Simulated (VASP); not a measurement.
Wanted: the native input for a VASP 6.6.1 run.

```yaml
Task: single point
Functional: PBEsol
Potentials_or_basis: VASP PAW PBE potentials, release 64 (Na_pv)
Cutoff: 520 eV
k_mesh: 12 × 12 × 12
Occupations: fermi-dirac, width 0.05 eV
Spin: no spin polarisation
Dipole_correction: no
Further_INCAR_settings: ALGO = Normal; EDIFF = 1e-06; NBANDS = 10
```

The structure of Na lies in POSCAR:

```
Na
1.0
   -2.1384667101      2.1384667101      2.1384667101
    2.1384667101     -2.1384667101      2.1384667101
    2.1384667101      2.1384667101     -2.1384667101
Na
1
Direct
    0.0000000000      0.0000000000      0.0000000000
```

This cell differs from its parent crystal: volume scaled by 1.03.

The input as run:

INCAR

```
SYSTEM = Na
PREC = Accurate
ENCUT = 520
EDIFF = 1E-6
ISMEAR = -1
SIGMA = 0.05
LREAL = .FALSE.
LASPH = .TRUE.
NELM = 100
ALGO = Normal
ISIF = 2
LWAVE = .FALSE.
LCHARG = .TRUE.
GGA = PS
LELF = .TRUE.
LVHAR = .TRUE.
NBANDS = 10
```

KPOINTS

```
regular mesh
0
G
  12 12 12
  0 0 0
```

Potentials or basis: VASP PAW PBE potentials, release 64 (Na_pv).

Command:

```sh
$ cat potpaw_PBE.64/Na_pv/POTCAR > POTCAR
$ mpirun -np 1 vasp_std > vasp.out
```

Results of the run:

The pressure is -0.5 GPa.

Caveat: the PAW data sets were made with another functional, which shifts forces and pressure a little.

It took 17 s on 1 thread of AMD EPYC 7R43 64-Core Processor (Zen 3) (shared host), peak memory 0.12 GiB.
